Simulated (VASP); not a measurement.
# Bi2Te3 (R-3m) in VASP: further runs

The runs below take Bi2Te3 through single point, with PBE.

All numbers are computed with VASP 6.6.1; they aren't measurements. Logs are shortened: lines on timing, memory, paths and dates and some standing lists are left out, and cuts for length are marked.

### Step 1. The cell of the first run

It takes space group R-3m (No. 166, trigonal). The conventional cell has a = 4.298 Å, b = 4.298 Å, c = 30.497 Å, α = 90.00°, β = 90.00°, γ = 120.00°. Bi (site symmetry 3m) has 6 Te at 3.03 to 3.21 Å within 4.0 Å. Te (site symmetry -3m) has 6 Bi at 3.21 Å and 6 Te at 4.30 Å within 4.3 Å. Te (site symmetry 3m) has 3 Bi at 3.03 Å and 3 Te at 3.60 Å within 4.0 Å.

### Step 2. Single point, PBE (equal xx and yy strain of -2 %)

INCAR reads:

```
PREC = Accurate ; ENCUT = 520
EDIFF = 1E-6 ; ISMEAR = -1
SIGMA = 0.08 ; LREAL = False
LASPH = True ; NELM = 100
ALGO = Normal ; ISIF = 2
LWAVE = False ; LCHARG = False
GGA = PE ; NBANDS = 32
```

KPOINTS reads:

```
regular mesh
0
Gamma
  7 7 7
```

POSCAR reads:

```
Bi2Te3
1.0
    2.1491405472      1.2408068734     10.1656700000
   -2.1491405472      1.2408068734     10.1656700000
    0.0000000000     -2.4816137469     10.1656700000
Bi Te
2 3
Direct
    0.4000000000      0.4000000000      0.4000000000
    0.6000000000      0.6000000000      0.6000000000
    0.0000000000      0.0000000000      0.0000000000
    0.2095000000      0.2095000000      0.2095000000
    0.7905000000      0.7905000000      0.7905000000
```

Potentials or basis: VASP PAW PBE potentials, release 64 (Bi_d, Te).

On the command line:

```bash
$ cat potpaw_PBE.64/Bi_d/POTCAR potpaw_PBE.64/Te/POTCAR > POTCAR
$ mpirun -np 1 vasp_std > vasp.out
```

OUTCAR:

```text
PREC = Accurate
   ENCUT = 520
   EDIFF = 1E-6
   ISMEAR = -1
   LREAL = False
   LASPH = True
   NELM = 100
   ISIF = 2
   GGA = PE

 ion  position               nearest neighbor table
   1  0.400  0.400  0.400-   5 3.03   5 3.03   5 3.03   3 3.21   3 3.21   3 3.21
   2  0.600  0.600  0.600-   4 3.03   4 3.03   4 3.03   3 3.21   3 3.21   3 3.21
   3  0.000  0.000  0.000-   2 3.21   1 3.21   2 3.21   2 3.21   1 3.21   1 3.21
   4  0.209  0.209  0.209-   2 3.03   2 3.03   2 3.03   5 3.60   5 3.60   5 3.60
   5  0.791  0.791  0.791-   1 3.03   1 3.03   1 3.03   4 3.60   4 3.60   4 3.60

  LATTYP: Found a trigonal (rhomboedric) cell.
 ALAT       =    10.4641890913
 COS(alpha) =     0.9156376879

  Lattice vectors:

 A1 = (   2.1491405472,   1.2408068734,  10.1656700000)
 A2 = (  -2.1491405472,   1.2408068734,  10.1656700000)
 A3 = (   0.0000000000,  -2.4816137469,  10.1656700000)

Analysis of symmetry for initial positions (statically):
=====================================================================
 Subroutine PRICEL returns:
 Original cell was already a primitive cell.

 Routine SETGRP: Setting up the symmetry group for a
 trigonal (rhombohedral) supercell.

 Subroutine GETGRP returns: Found 12 space group operations
 (whereof 12 operations were pure point group operations)
 out of a pool of 12 trial point group operations.

The static configuration has the point symmetry D_3d.

Analysis of symmetry for dynamics (positions and initial velocities):
=====================================================================
 Subroutine PRICEL returns:
 Original cell was already a primitive cell.

 Routine SETGRP: Setting up the symmetry group for a
 trigonal (rhombohedral) supercell.

 Subroutine GETGRP returns: Found 12 space group operations
 (whereof 12 operations were pure point group operations)
 out of a pool of 12 trial point group operations.

The dynamic configuration has the point symmetry D_3d.

 Subroutine INISYM returns: Found 12 space group operations
 (whereof 12 operations are pure point group operations),
 and found     1 'primitive' translations

----------------------------------------------------------------------------------------

                                     Primitive cell

  volume of cell :     162.6508

  direct lattice vectors                    reciprocal lattice vectors
     2.149140547  1.240806873 10.165670000     0.232651141  0.134321199  0.032790100
    -2.149140547  1.240806873 10.165670000    -0.232651141  0.134321199  0.032790100
     0.000000000 -2.481613747 10.165670000     0.000000000 -0.268642398  0.032790100

  length of vectors
[... 92 lines left out ...]
   IBRION =     -1    ionic relax: 0-MD 1-quasi-New 2-CG
   NFREE  =      0    steps in history (QN), initial steepest desc. (CG)
   ISIF   =      2    stress and relaxation
   ISYM   =      2    0-nonsym 1-usesym 2-fastsym
   POTIM  = 0.5000    time-step for ionic-motion
   TEBEG  =    0.0;   TEEND  =   0.0 temperature during run
   PSTRESS=    0.0 pullay stress
   NELECT =      48.0000    total number of electrons
   NUPDOWN=      -1.0000    fix difference up-down
   EMIN   =  10.00;   EMAX   =-10.00  energy-range for DOS
   EFERMI =   0.00;   METHOD = LEGACY
   ISMEAR =    -1;   SIGMA  =   0.08  broadening in eV -4-tet -1-fermi 0-gaus
   EFERMI_NEDOS =   21; number of points for ismear=-14 and -15
   IALGO  =     38    algorithm
   IMIX   =      4    mixing-type and parameters
     AMIX     =   0.40;   BMIX     =  1.00
     AMIX_MAG =   1.60;   BMIX_MAG =  1.00
  volume/ion in A,a.u.               =      32.53       219.52
  Fermi-wavevector in a.u.,A,eV,Ry     =   1.089941  2.059691 16.163344  1.187972
  Thomas-Fermi vector in A             =   2.226155
   LORBIT       =      0    0 simple, 1 ext, 2 COOP (PROOUT), +10 PAW based schemes
   GGA     = PE    functional components
   LHFCALC =     F    Hartree Fock is set to
   AEXX    =    0.0000 exact exchange contribution
   IVDW    =     0    specifies the selected vdW correction
   LEPSILON=     F    determine dielectric tensor
   LRPA    =     F    only Hartree local field effects (RPA)
 non-spin polarized calculation
  energy-cutoff  :      520.00
  volume of cell :      162.65
 maximum number of plane-waves:      4398
 NGX is ok and might be reduce to    80
   NGX = 39   NGY = 39   NGZ = 39

 number of electron      48.0000004 magnetization

 Free energy of the ion-electron system (eV)
  ---------------------------------------------------
  ext. energy  EPLUGINS =         0.00000000
  ---------------------------------------------------
  free energy    TOTEN  =       -18.20143705 eV

  energy without entropy =      -18.20003875  energy(sigma->0) =      -18.20073790

 E-fermi :   6.9635     XC(G=0):  -9.5125

 val. band max:        6.8257272576   @ k =   0.0000   0.0000   0.0000
 cond. band min:       7.1433670183   @ k =   0.0000   0.0000   0.0000
 fundamental gap:      0.3176397607
 Fermi energy:         6.9635047865

 k-point     1 :       0.0000    0.0000    0.0000
  band No.  band energies     occupation
      1     -16.5242      2.00000
      2     -16.5242      2.00000
      3     -16.5225      2.00000
      4     -16.5225      2.00000
      5     -16.5119      2.00000
      6     -16.5103      2.00000
[... 829 lines left out ...]
     31      11.0972      0.00000
     32      11.1661      0.00000

 [... further k-points ...]

------------------------ aborting loop because EDIFF is reached ----------------------------------------

  FORCE on cell =-STRESS in cart. coord.  units (eV):
  Direction    XX          YY          ZZ          XY          YZ          ZX
  --------------------------------------------------------------------------------------
  -------------------------------------------------------------------------------------
  Total        4.5646012      4.5646012      3.8469986      0.0000000     -0.0000000      0.0000000
  in kB       44.9631939     44.9631939     37.8945146      0.0000000     -0.0000000      0.0000000
  external PRESSURE =      42.6069675 kB  Pullay stress =       0.0000000 kB

 VOLUME and BASIS-vectors are now :
 -----------------------------------------------------------------------------
  energy-cutoff  :      520.00
  volume of cell :      162.65
      direct lattice vectors                 reciprocal lattice vectors
     2.149140547  1.240806873 10.165670000     0.232651141  0.134321199  0.032790100
    -2.149140547  1.240806873 10.165670000    -0.232651141  0.134321199  0.032790100
     0.000000000 -2.481613747 10.165670000     0.000000000 -0.268642398  0.032790100

 POSITION                                       TOTAL-FORCE (eV/Angst)
 -----------------------------------------------------------------------------------
      0.00000     -0.00000     12.19880         0.000000      0.000000     -0.082845
      0.00000     -0.00000     18.29821         0.000000     -0.000000      0.082845
      0.00000      0.00000      0.00000         0.000000      0.000000      0.000000
      0.00000     -0.00000      6.38912         0.000000      0.000000     -0.193036
      0.00000     -0.00000     24.10789         0.000000     -0.000000      0.193036
 -----------------------------------------------------------------------------------
    total drift:                               -0.000000     -0.000000     -0.000000

  FREE ENERGIE OF THE ION-ELECTRON SYSTEM (eV)
  ---------------------------------------------------
  free  energy   TOTEN  =       -18.2014370508 eV

  energy  without entropy=      -18.2000387538  energy(sigma->0) =      -18.20073790
```

stdout:

```text
POSCAR found type information on POSCAR BiTe
 POSCAR found :  2 types and       5 ions
 scaLAPACK will be used
 LDA part: xc-table for (Slater+PW92), standard interpolation
 POSCAR, INCAR and KPOINTS ok, starting setup
 FFT: planning ... GRIDC
 FFT: planning ... GRID_SOFT
 FFT: planning ... GRID
 WAVECAR not read
 entering main loop
```

It took 14 min on 1 thread of Intel Xeon Platinum 8559C (Emerald Rapids), shared host; peak memory 0.99 GiB.

What came out:

```yaml
Free_energy: -18.2014 eV
Pressure: 4.3 GPa
Largest_force: 0.193 eV/Å
Band_gap_on_the_k_mesh: 0.32 eV
```

Forces in eV/Å, atoms in the order of the input:
```
Bi   0.000  0.000 -0.083
Bi   0.000  0.000  0.083
Te   0.000  0.000  0.000
Te   0.000  0.000 -0.193
Te   0.000  0.000  0.193
```

Levels at points of the mesh, in eV from the valence-band top:
```csv
k point,band 20,band 21,band 22,band 23,band 24,band 25,band 26,band 27,band 28,band 29
"(0.00, 0.00, 0.00)",-1.82,-1.82,-0.96,-0.96,0.00,0.32,0.60,0.60,1.95,2.07
```

Caveat: the cell differs from its parent crystal (equal xx and yy strain of -2 %); the cell stands under pressure; spin-orbit coupling is left out, which moves the levels of the heavy elements.

### Step 3. Single point, PBE (equal xx and yy strain of +1 %)

INCAR reads:

```
SYSTEM = Bi2Te3
ALGO = Normal
EDIFF = 1E-6
ENCUT = 520
GGA = PE
ISIF = 2
ISMEAR = -1
LASPH = .True.
LCHARG = .False.
LREAL = .False.
LWAVE = .False.
NBANDS = 32
NELM = 60
PREC = Accurate
SIGMA = 0.08
```

KPOINTS reads:

```
k-points
0
Gamma
  7 7 7
  0 0 0
```

POSCAR: that of step 2 with these lines changed.

```diff
@@ -2,5 +2,5 @@
 1.0
-    2.1491405472      1.2408068734     10.1656700000
-   -2.1491405472      1.2408068734     10.1656700000
-    0.0000000000     -2.4816137469     10.1656700000
+    2.2149305640      1.2787907573     10.1656700000
+   -2.2149305640      1.2787907573     10.1656700000
+    0.0000000000     -2.5575815146     10.1656700000
 Bi Te
```

Potentials or basis: VASP PAW PBE potentials, release 64 (Bi_d, Te).

On the command line:

```bash
$ cat potpaw_PBE.64/Bi_d/POTCAR potpaw_PBE.64/Te/POTCAR > POTCAR
$ mpirun -np 1 vasp_std > vasp.out
```

It took 15 min on 1 thread of Intel Xeon Platinum 8559C (Emerald Rapids), shared host; peak memory 0.99 GiB.

It converged, with:

| Property | Result |
| --- | --- |
| Free energy | -18.3661 eV |
| Pressure | 0.9 GPa |
| Largest force | 0.128 eV/Å |
| Band gap on the k mesh | 0.26 eV |

Forces in eV/Å, atoms in the order of the input:
```
Bi   0.000  0.000  0.076
Bi   0.000  0.000 -0.076
Te   0.000  0.000  0.000
Te   0.000  0.000  0.128
Te   0.000  0.000 -0.128
```

Levels at points of the mesh, in eV from the valence-band top:
| k point | band 22 | band 23 | band 24 | band 25 | band 26 | band 27 |
| --- | --- | --- | --- | --- | --- | --- |
| (0.00, 0.00, 0.00) | -0.84 | -0.84 | 0.00 | 0.26 | 0.66 | 0.66 |

Caveat: the cell differs from its parent crystal (equal xx and yy strain of +1 %); spin-orbit coupling is left out, which moves the levels of the heavy elements. A k mesh can miss the band edges.

### Step 4. Single point, PBE (equal xx and yy strain of +3 %)

INCAR reads:

```
SYSTEM = Bi2Te3
PREC     = Accurate       ! precision mode
ENCUT    = 520            ! plane-wave cutoff, eV
EDIFF    = 1E-6           ! SCF threshold, eV
ISMEAR   = -1             ! smearing method
SIGMA    = 0.08           ! smearing width, eV
LREAL    = .FALSE.        ! projectors in reciprocal space
LASPH    = .TRUE.         ! aspherical terms in the spheres
NELM     = 60             ! most SCF steps
ALGO     = Normal         ! electronic algorithm
ISIF     = 2              ! what is computed and relaxed
LWAVE    = .FALSE.        ! write WAVECAR
LCHARG   = .FALSE.        ! write CHGCAR
GGA      = PE             ! functional
NBANDS   = 32             ! bands
```

KPOINTS reads:

```
Automatic mesh
0
G
  7 7 7
  0 0 0
```

POSCAR: that of step 3 with these lines changed.

```diff
@@ -2,5 +2,5 @@
 1.0
-    2.2149305640      1.2787907573     10.1656700000
-   -2.2149305640      1.2787907573     10.1656700000
-    0.0000000000     -2.5575815146     10.1656700000
+    2.2587905752      1.3041133466     10.1656700000
+   -2.2587905752      1.3041133466     10.1656700000
+    0.0000000000     -2.6082266932     10.1656700000
 Bi Te
```

On the command line:

```bash
$ cat potpaw_PBE.64/Bi_d/POTCAR potpaw_PBE.64/Te/POTCAR > POTCAR
$ mpirun -np 1 vasp_std > vasp.out
```

It took 13 min on 1 thread of Intel Xeon Platinum 8559C (Emerald Rapids), shared host; peak memory 1 GiB.

Results (log left out):

```
Free energy            : -18.3597 eV
Pressure               : -0.9 GPa
Largest force          : 0.302 eV/Å
Band gap on the k mesh : 0.23 eV
```

Forces on the atoms (eV/Å):
```
Bi   0.000  0.000  0.161
Bi   0.000  0.000 -0.161
Te   0.000  0.000  0.000
Te   0.000  0.000  0.302
Te   0.000  0.000 -0.302
```

Stress tensor (GPa, compression positive):
```
-1.12  0.00  0.00
 0.00 -1.12  0.00
 0.00  0.00 -0.59
```

Levels at points of the mesh, in eV from the valence-band top:
| k point | band 20 | band 21 | band 22 | band 23 | band 24 | band 25 | band 26 | band 27 | band 28 | band 29 |
| --- | --- | --- | --- | --- | --- | --- | --- | --- | --- | --- |
| (0.00, 0.00, 0.00) | -1.57 | -1.57 | -0.76 | -0.76 | 0.00 | 0.23 | 0.70 | 0.70 | 1.94 | 2.14 |

Caveat: the cell differs from its parent crystal (equal xx and yy strain of +3 %); spin-orbit coupling is left out, which moves the levels of the heavy elements. A k mesh can miss the band edges.

### Step 5. Summary

```tsv
cell	gap on the mesh (eV)	pressure (GPa)	largest force (eV/Å)
a = 10.464 Å, angles 23.7°, 5 atoms	0.32	4.3	0.19
a = 10.482 Å, angles 24.4°, 5 atoms	0.26	0.9	0.13
a = 10.495 Å, angles 24.9°, 5 atoms	0.23	-0.9	0.30
```

Alike in all rows: task single point; level PBE; potentials or basis VASP PAW PBE potentials, release 64 (Bi_d, Te); no spin polarisation; k mesh 7 × 7 × 7; cutoff (eV) 520; smearing fermi-dirac 0.08 eV.

Caveats: spin-orbit coupling is left out, which moves the levels of the heavy elements; the cell stands under pressure (at least some runs).

Absolute energies hang on the potentials; compare differences alone.
